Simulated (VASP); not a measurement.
A run of VASP 6.6.1 is set up as follows.

The input INCAR:

```
PREC = Accurate
ENCUT = 520
EDIFF = 1E-6
ISMEAR = 0
SIGMA = 0.1
LREAL = False
LASPH = True
NELM = 100
ALGO = Normal
ISIF = 2
LWAVE = False
LCHARG = False
GGA = PE
NBANDS = 26
```

The input KPOINTS:

```
regular mesh
0
Gamma
  4 4 4
```

File POSCAR:

```
Sr3O
1.0
    4.6680104780      0.0000000000      0.0000000000
    0.0000000000      4.6680104780      0.0000000000
    0.0000000000      0.0000000000      4.6200298455
Sr O
3 1
Direct
    0.0000000000      0.5000000000      0.5000000000
    0.5000000000      0.0000000000      0.5000000000
    0.5000000000      0.5000000000      0.0000000000
    0.0000000000      0.0000000000      0.0000000000
```

Potentials or basis: VASP PAW PBE potentials, release 64 (Sr_sv, O).

Run with:

```sh
$ cat potpaw_PBE.64/Sr_sv/POTCAR potpaw_PBE.64/O/POTCAR > POTCAR
$ mpirun -np 1 vasp_std > vasp.out
```

(1) Estimate the band gap on the k mesh.

(2) Estimate the pressure.

Results:

(1) zero (band 18 reaches 4.72 eV, above the bottom of band 19 at 3.29 eV).

(2) 8.3 GPa.
